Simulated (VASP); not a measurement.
# SnO2 (Cm) in VASP: a series of runs

Runs on SnO2. Level: PBE. Tasks: single point.

Everything below comes from runs of VASP 6.6.1. Logs are shortened: lines on timing, memory, paths and dates and some standing lists are left out, and cuts for length are marked.

## Step 1: The cell of the first run

It takes space group Cm (No. 8, monoclinic). Conventional cell: a = 11.077 Å, b = 6.395 Å, c = 6.395 Å, α = 90.00°, β = 125.26°, γ = 90.00°. Sn (site symmetry m) has 6 O at 1.77 to 2.48 Å within 2.5 Å. Within 2.8 Å of Sn (site symmetry 1) lie 6 O at 2.13 Å. Within 2.8 Å of Sn (site symmetry m) lie 6 O at 2.13 Å. O (site symmetry 1) has 3 Sn at 2.13 to 2.18 Å and 3 O at 2.79 Å within 2.8 Å. Within 2.8 Å of O (site symmetry m) lie 3 Sn at 2.13 to 2.48 Å and 3 O at 2.79 Å. Within 2.8 Å of O (site symmetry m) lie 3 Sn at 2.13 Å and 3 O at 2.79 Å. Within 2.8 Å of O (site symmetry 1) lie 3 Sn at 2.13 Å and 3 O at 2.79 Å. Within 2.8 Å of O (site symmetry m) lie 3 Sn at 2.13 Å and 3 O at 2.79 Å.

## Step 2: Single point, PBE (atom 1 (Sn) moved by -0.356 Å along [1 0 0] and -0.000 Å along [0 0 1])

INCAR

```
SYSTEM = SnO2
ALGO = Normal
EDIFF = 1E-7
ENCUT = 520
GGA = PE
ISIF = 2
ISMEAR = 0
LASPH = .True.
LCHARG = .False.
LREAL = .False.
LWAVE = .False.
NBANDS = 64
NELM = 80
PREC = Accurate
SIGMA = 0.05
```

KPOINTS

```
k-points
0
Gamma
  6 6 6
  0 0 0
```

POSCAR

```
SnO2
1.0
    0.0000000000      4.5220682583      4.5220682583
    4.5220682583      0.0000000000      4.5220682583
    4.5220682583      4.5220682583      0.0000000000
Sn O
4 8
Direct
    0.1643625195      0.0856374805      0.5856374805
    0.6250000000      0.1250000000      0.1250000000
    0.1250000000      0.6250000000      0.1250000000
    0.1250000000      0.1250000000      0.1250000000
    0.8910551956      0.8910551956      0.8910551956
    0.8910551956      0.3268344131      0.8910551956
    0.8910551956      0.8910551956      0.3268344131
    0.3268344131      0.8910551956      0.8910551956
    0.9231655869      0.3589448044      0.3589448044
    0.3589448044      0.3589448044      0.9231655869
    0.3589448044      0.9231655869      0.3589448044
    0.3589448044      0.3589448044      0.3589448044
```

Potentials or basis: VASP PAW PBE potentials, release 64 (Sn_d, O).

Command:

```bash
> cat potpaw_PBE.64/Sn_d/POTCAR potpaw_PBE.64/O/POTCAR > POTCAR
> mpirun -np 1 vasp_std > vasp.out
```

OUTCAR:

```text
SYSTEM = SnO2
   EDIFF = 1E-7
   ENCUT = 520
   GGA = PE
   ISIF = 2
   ISMEAR = 0
   LASPH = .True.
   LREAL = .False.
   NELM = 80
   PREC = Accurate

 ion  position               nearest neighbor table
   1  0.164  0.086  0.586-  11 1.77   9 2.13  12 2.13   8 2.18   5 2.18   6 2.48   2 2.96   4 2.96
                             3 3.22   3 3.22   4 3.46   2 3.46
   2  0.625  0.125  0.125-   6 2.13   7 2.13  10 2.13  11 2.13   5 2.13  12 2.13   1 2.96   4 3.20
                             3 3.20   3 3.20   4 3.20   1 3.46
   3  0.125  0.625  0.125-   7 2.13   8 2.13   9 2.13  10 2.13   5 2.13  12 2.13   4 3.20   2 3.20
                             4 3.20   2 3.20   1 3.22   1 3.22
   4  0.125  0.125  0.125-   6 2.13   7 2.13   8 2.13   9 2.13  10 2.13  11 2.13   1 2.96   2 3.20
                             3 3.20   3 3.20   2 3.20   1 3.46
   5  0.891  0.891  0.891-   2 2.13   3 2.13   1 2.18
   6  0.891  0.327  0.891-   2 2.13   4 2.13   1 2.48
   7  0.891  0.891  0.327-   2 2.13   3 2.13   4 2.13
   8  0.327  0.891  0.891-   3 2.13   4 2.13   1 2.18
   9  0.923  0.359  0.359-   3 2.13   4 2.13   1 2.13
  10  0.359  0.359  0.923-   2 2.13   3 2.13   4 2.13
  11  0.359  0.923  0.359-   1 1.77   2 2.13   4 2.13
  12  0.359  0.359  0.359-   2 2.13   3 2.13   1 2.13

  LATTYP: Found a face centered cubic cell.
 ALAT       =     9.0441365166

  Lattice vectors:

 A1 = (   0.0000000000,   4.5220682583,   4.5220682583)
 A2 = (   4.5220682583,   0.0000000000,   4.5220682583)
 A3 = (   4.5220682583,   4.5220682583,   0.0000000000)

Analysis of symmetry for initial positions (statically):
=====================================================================
 Subroutine PRICEL returns:
 Original cell was already a primitive cell.

 Routine SETGRP: Setting up the symmetry group for a
 face centered cubic supercell.

 Subroutine GETGRP returns: Found  2 space group operations
 (whereof  2 operations were pure point group operations)
 out of a pool of 48 trial point group operations.

The static configuration has the point symmetry C_1h.

Analysis of symmetry for dynamics (positions and initial velocities):
=====================================================================
 Subroutine PRICEL returns:
 Original cell was already a primitive cell.

 Routine SETGRP: Setting up the symmetry group for a
 face centered cubic supercell.

 Subroutine GETGRP returns: Found  2 space group operations
 (whereof  2 operations were pure point group operations)
 out of a pool of 48 trial point group operations.

The dynamic configuration has the point symmetry C_1h.

 Subroutine INISYM returns: Found  2 space group operations
 (whereof  2 operations are pure point group operations),
 and found     1 'primitive' translations

----------------------------------------------------------------------------------------

                                     Primitive cell

  volume of cell :     184.9445

  direct lattice vectors                    reciprocal lattice vectors
     0.000000000  4.522068258  4.522068258    -0.110568875  0.110568875  0.110568875
     4.522068258  0.000000000  4.522068258     0.110568875 -0.110568875  0.110568875
     4.522068258  4.522068258  0.000000000     0.110568875  0.110568875 -0.110568875

  length of vectors
     6.395170261  6.395170261  6.395170261     0.191510909  0.191510909  0.191510909

  position of ions in fractional coordinates (direct lattice)
     0.164362520  0.085637480  0.585637480
     0.625000000  0.125000000  0.125000000
     0.125000000  0.625000000  0.125000000
     0.125000000  0.125000000  0.125000000
     0.891055196  0.891055196  0.891055196
     0.891055196  0.326834413  0.891055196
     0.891055196  0.891055196  0.326834413
     0.326834413  0.891055196  0.891055196
     0.923165587  0.358944804  0.358944804
     0.358944804  0.358944804  0.923165587
     0.358944804  0.923165587  0.358944804
     0.358944804  0.358944804  0.358944804

  ion indices of the primitive-cell ions
   primitive index   ion index
                 1           1
                 2           2
                 3           3
                 4           4
                 5           5
                 6           6
                 7           7
                 8           8
                 9           9
                10          10
                11          11
                12          12

----------------------------------------------------------------------------------------

 KPOINTS: k-points

Automatic generation of k-mesh.
 Grid dimensions read from file:
 generate k-points for:    6    6    6

 Generating k-lattice:

  Cartesian coordinates                     Fractional coordinates (reciprocal lattice)
    -0.018428146  0.018428146  0.018428146     0.166666667  0.000000000  0.000000000
     0.018428146 -0.018428146  0.018428146     0.000000000  0.166666667  0.000000000
     0.018428146  0.018428146 -0.018428146     0.000000000  0.000000000  0.166666667

  Length of vectors
     0.031918485  0.031918485  0.031918485

  Shift w.r.t. Gamma in fractional coordinates (k-lattice)
     0.000000000  0.000000000  0.000000000

 Subroutine IBZKPT returns following result:
 ===========================================

 Found     68 irreducible k-points:

 Following reciprocal coordinates:
            Coordinates               Weight
  0.000000  0.000000  0.000000      1.000000
  0.166667  0.000000  0.000000      4.000000
  0.000000  0.166667  0.000000      2.000000
  0.000000  0.000000  0.166667      2.000000
  0.333333  0.000000  0.000000      4.000000
  0.000000  0.333333  0.000000      2.000000
[... 16 lines left out ...]
  0.166667  0.500000  0.000000      4.000000
  0.333333 -0.166667 -0.166667      4.000000
 [... further k-points ...]
   k-points           NKPTS =     68   k-points in BZ     NKDIM =     68   number of bands    NBANDS=     64
   number of dos      NEDOS =    301   number of ions     NIONS =     12
   total plane-waves  NPLWV = 110592
   dimension x,y,z NGX =    48 NGY =   48 NGZ =   48
   dimension x,y,z NGXF=    96 NGYF=   96 NGZF=   96
   ions per type =               4   8
   NGX,Y,Z   is equivalent  to a cutoff of  12.48, 12.48, 12.48 a.u.
   NGXF,Y,Z  is equivalent  to a cutoff of  24.96, 24.96, 24.96 a.u.
 SYSTEM =  SnO2
   PREC   = accura    normal or accurate (medium, high low for compatibility)
   ISTART =      0    job   : 0-new  1-cont  2-samecut
   ICHARG =      2    charge: 1-file 2-atom 10-const
   ISPIN  =      1    spin polarized calculation?
   LNONCOLLINEAR =      F non collinear calculations
   LSORBIT =      F    spin-orbit coupling
   LASPH  =      T    aspherical Exc in radial PAW
   ENCUT  =  520.0 eV  38.22 Ry    6.18 a.u.  11.89 11.89 11.89*2*pi/ulx,y,z
   NELM   =     80;   NELMIN=  2; NELMDL= -5     # of ELM steps
   EDIFF  = 0.1E-06   stopping-criterion for ELM
   LREAL  =      F    real-space projection
   EDIFFG = 0.1E-05   stopping-criterion for IOM
   NSW    =      0    number of steps for IOM
   IBRION =     -1    ionic relax: 0-MD 1-quasi-New 2-CG
   NFREE  =      0    steps in history (QN), initial steepest desc. (CG)
   ISIF   =      2    stress and relaxation
   ISYM   =      2    0-nonsym 1-usesym 2-fastsym
   POTIM  = 0.5000    time-step for ionic-motion
   TEBEG  =    0.0;   TEEND  =   0.0 temperature during run
   PSTRESS=    0.0 pullay stress
   NELECT =     104.0000    total number of electrons
   NUPDOWN=      -1.0000    fix difference up-down
   EMIN   =  10.00;   EMAX   =-10.00  energy-range for DOS
   EFERMI =   0.00;   METHOD = LEGACY
   ISMEAR =     0;   SIGMA  =   0.05  broadening in eV -4-tet -1-fermi 0-gaus
   EFERMI_NEDOS =   21; number of points for ismear=-14 and -15
   IALGO  =     38    algorithm
   IMIX   =      4    mixing-type and parameters
     AMIX     =   0.40;   BMIX     =  1.00
     AMIX_MAG =   1.60;   BMIX_MAG =  1.00
  volume/ion in A,a.u.               =      15.41       104.01
  Fermi-wavevector in a.u.,A,eV,Ry     =   1.351260  2.553511 24.842916  1.825903
  Thomas-Fermi vector in A             =   2.478696
   LORBIT       =      0    0 simple, 1 ext, 2 COOP (PROOUT), +10 PAW based schemes
   GGA     = PE    functional components
   LHFCALC =     F    Hartree Fock is set to
   AEXX    =    0.0000 exact exchange contribution
   IVDW    =     0    specifies the selected vdW correction
   LEPSILON=     F    determine dielectric tensor
   LRPA    =     F    only Hartree local field effects (RPA)
 non-spin polarized calculation
 Gauss-broadening in eV      SIGMA  =   0.05
  energy-cutoff  :      520.00
  volume of cell :      184.94
 maximum number of plane-waves:      5004
   NGX = 23   NGY = 23   NGZ = 23

 number of electron     103.9999985 magnetization

 Free energy of the ion-electron system (eV)
  ---------------------------------------------------
  ext. energy  EPLUGINS =         0.00000000
  ---------------------------------------------------
  free energy    TOTEN  =       -70.66456166 eV

  energy without entropy =      -70.66456166  energy(sigma->0) =      -70.66456166

 E-fermi :   3.4355     XC(G=0):  -9.5559

 val. band max:        3.1884089937   @ k =   0.0000   0.0000   0.0000
 cond. band min:       4.2786307958   @ k =   0.0000   0.0000   0.0000
 fundamental gap:      1.0902218021
 Fermi energy:         3.4354919857

 k-point     1 :       0.0000    0.0000    0.0000
  band No.  band energies     occupation
      1     -19.0375      2.00000
      2     -18.0699      2.00000
      3     -18.0637      2.00000
      4     -17.6412      2.00000
      5     -17.4779      2.00000
      6     -17.4773      2.00000
[... 56 lines left out ...]
     63      13.3077      0.00000
     64      13.6525      0.00000

 k-point     2 :       0.1667    0.0000    0.0000
  band No.  band energies     occupation
      1     -19.0276      2.00000
      2     -18.0565      2.00000
      3     -18.0250      2.00000
      4     -17.6278      2.00000
      5     -17.4975      2.00000
      6     -17.4529      2.00000
[... 56 lines left out ...]
     63      13.1155      0.00000
     64      13.2915      0.00000

 k-point     3 :       0.0000    0.1667    0.0000
  band No.  band energies     occupation
      1     -19.0374      2.00000
      2     -18.0305      2.00000
      3     -18.0268      2.00000
      4     -17.6180      2.00000
      5     -17.4789      2.00000
      6     -17.4761      2.00000
[... 1396 lines left out ...]
     63      12.2549      0.00000
     64      12.7188      0.00000

 k-point    24 :       0.3333   -0.1667   -0.1667
  band No.  band energies     occupation
      1     -18.9952      2.00000
      2     -17.9962      2.00000
      3     -17.8057      2.00000
      4     -17.6170      2.00000
      5     -17.5767      2.00000
      6     -17.4737      2.00000
[... 56 lines left out ...]
     63      12.3804      0.00000
     64      12.6641      0.00000

 [... further k-points ...]

------------------------ aborting loop because EDIFF is reached ----------------------------------------

  FORCE on cell =-STRESS in cart. coord.  units (eV):
  Direction    XX          YY          ZZ          XY          YZ          ZX
  --------------------------------------------------------------------------------------
  -------------------------------------------------------------------------------------
  Total       12.1834694      0.7530897      0.7530897      1.5358997      0.2502499     -1.5358960
  in kB      105.5456222      6.5240299      6.5240299     13.3055272      2.1679196    -13.3054960
  external PRESSURE =      39.5312273 kB  Pullay stress =       0.0000000 kB

 VOLUME and BASIS-vectors are now :
 -----------------------------------------------------------------------------
  energy-cutoff  :      520.00
  volume of cell :      184.94
      direct lattice vectors                 reciprocal lattice vectors
     0.000000000  4.522068258  4.522068258    -0.110568875  0.110568875  0.110568875
     4.522068258  0.000000000  4.522068258     0.110568875 -0.110568875  0.110568875
     4.522068258  4.522068258  0.000000000     0.110568875  0.110568875 -0.110568875

 POSITION                                       TOTAL-FORCE (eV/Angst)
 -----------------------------------------------------------------------------------
      3.03555      3.39155      1.13052        11.250962      1.956382     -1.956382
      1.13052      3.39155      3.39155        -0.997367      0.000776      3.142049
      3.39155      1.13052      3.39155         0.297556     -0.013959      0.013959
      1.13052      1.13052      1.13052        -0.997367     -3.142049     -0.000776
      8.05882      8.05882      8.05882        -0.492068      0.074912     -0.013486
      5.50738      8.05882      5.50738        -0.322469      0.330243     -0.330243
      5.50738      5.50738      8.05882         0.020616      0.299939     -0.299939
      8.05882      5.50738      5.50738        -0.492068      0.013486     -0.074912
      3.24635      5.79779      5.79779        -0.448614      0.294647     -0.159025
      5.79779      5.79779      3.24635        -0.125290      0.217222     -0.217222
      5.79779      3.24635      5.79779        -7.245277     -0.190624      0.190624
      3.24635      3.24635      3.24635        -0.448614      0.159025     -0.294647
 -----------------------------------------------------------------------------------
    total drift:                               -0.000109     -0.000045      0.000043

  FREE ENERGIE OF THE ION-ELECTRON SYSTEM (eV)
  ---------------------------------------------------
  free  energy   TOTEN  =       -70.6645616641 eV

  energy  without entropy=      -70.6645616641  energy(sigma->0) =      -70.66456166
```

Run time: 19 min. Hardware: 1 thread of Oxide Virtual Turin-like, shared host; peak memory 0.67 GiB.

Results:

```
Free energy            : -70.6646 eV
Pressure               : 4.0 GPa
Largest force          : 11.586 eV/Å
Band gap on the k mesh : 1.09 eV
```

Forces on the atoms (eV/Å):
```
Sn  11.251  1.956 -1.956
Sn  -0.997  0.001  3.142
Sn   0.298 -0.014  0.014
Sn  -0.997 -3.142 -0.001
O   -0.492  0.075 -0.013
O   -0.322  0.330 -0.330
O    0.021  0.300 -0.300
O   -0.492  0.013 -0.075
O   -0.449  0.295 -0.159
O   -0.125  0.217 -0.217
O   -7.245 -0.191  0.191
O   -0.449  0.159 -0.295
```

Levels at points of the mesh, in eV from the valence-band top:
```tsv
k point	band 49	band 50	band 51	band 52	band 53	band 54	band 55	band 56
(0.00, 0.00, 0.00)	-0.72	-0.51	-0.50	0.00	1.09	4.48	4.53	4.54
(0.50, 0.00, 0.00)	-0.91	-0.78	-0.55	-0.10	2.71	4.30	4.83	4.88
(0.00, 0.50, 0.00)	-0.90	-0.60	-0.60	-0.32	2.65	4.42	4.82	4.85
(0.00, 0.00, 0.50)	-0.90	-0.85	-0.57	-0.05	2.77	4.20	4.84	4.92
(0.50, 0.50, 0.00)	-1.02	-0.92	-0.53	-0.12	3.57	3.71	4.99	5.07
(0.00, 0.50, 0.50)	-1.03	-0.91	-0.53	-0.21	3.64	3.70	5.00	5.03
```

Caveat: the cell differs from its parent crystal (atom 1 (Sn) moved by -0.356 Å along [1 0 0] and -0.000 Å along [0 0 1]); the stress differs along the axes, from 1 to 11 GPa; spin-orbit coupling is left out, which moves the levels of the heavy elements; forces of over 1 eV/Å act on the atoms, so gaps and moduli don't describe the material at rest. A k mesh can miss the band edges.

[end of part 1 of 2]
